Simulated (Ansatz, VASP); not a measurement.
**Two plane-wave programs on Ti**

```
Ti
1.0
     2.93573    0.00000    0.00000
    -1.46787    2.54242    0.00000
     0.00000    0.00000    4.64086
Ti
2
Direct
  0.33333 0.66667 0.25000
  0.66667 0.33333 0.75000
```

Alike in both runs: task single point; functional r2SCAN; k mesh 9 × 9 × 4; occupations gaussian, width 0.1 eV; no spin polarisation.

```csv
,VASP,Ansatz
version,VASP 6.6.1,Ansatz 0.2.0
potentials or method,"VASP PAW PBE potentials, release 64 (Ti_sv), cutoff 520 eV","scalar-relativistic, plane waves, PAW"
valence electrons in the cell,24,24
```

Ansatz gave:

- gap on the k mesh at the Fermi level (eV): none
- pressure (GPa): -0.3
- traceless stress, the component that is largest in VASP (GPa): -0.80

**Question.** Estimate VASP's values.

**Answer.** gap on the k mesh at the Fermi level (eV): none; pressure (GPa): 0.0; traceless stress, the component that is largest in VASP (GPa): -0.78.

VASP's potentials were made for PBE, not for r2SCAN. A gap of «none» marks a metal or a gap that the smearing closes.
